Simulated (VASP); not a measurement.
Wanted: the native input for a VASP 6.6.1 run.

| Property | Result |
| --- | --- |
| Task | single point |
| Functional | PBEsol |
| Dispersion | D3(BJ) |
| Potentials or basis | VASP PAW PBE potentials, release 64 (Li_sv, F) |
| Cutoff | 520 eV |
| k mesh | 7 × 7 × 7 |
| Occupations | gaussian, width 0.01 eV |
| Spin | no spin polarisation |
| Dipole correction | no |
| Further INCAR settings | ALGO = Normal; EDIFF = 1e-07; NBANDS = 12 |

The structure of LiF (Griceite) lies in POSCAR:

```
LiF
1.0
    0.0000000000      2.0140000000      2.0140000000
    2.0140000000      0.0000000000      2.0140000000
    2.0140000000      2.0140000000      0.0000000000
Li F
1 1
Direct
    0.0000000000      0.0000000000      0.0000000000
    0.4875868918      0.4875868918      0.5124131082
```

These files were run (other wordings do the same):

INCAR

```
ALGO = Normal ; EDIFF = 1E-7
ENCUT = 520 ; GGA = PS
ISIF = 2 ; ISMEAR = 0
IVDW = 12 ; LASPH = True
LCHARG = False ; LREAL = False
LWAVE = False ; NBANDS = 12
NELM = 60 ; PREC = Accurate
SIGMA = 0.01
```

KPOINTS

```
k-points
0
Gamma
  7 7 7
```

Potentials or basis: VASP PAW PBE potentials, release 64 (Li_sv, F).

The run is started by

```sh
$ cat potpaw_PBE.64/Li_sv/POTCAR potpaw_PBE.64/F/POTCAR > POTCAR
$ mpirun -np 1 vasp_std > vasp.out
```

Results of the run:

* Largest force: 0.086 eV/Å
* Band gap on the k mesh: 8.91 eV, direct
* Dispersion energy per atom: -0.144 eV

Caveat: the PAW data sets were made with another functional, which shifts forces and pressure a little.

It took 4.6 s on 1 thread of Intel Xeon 6975P-C, with other jobs on the host, peak memory 0.14 GiB.
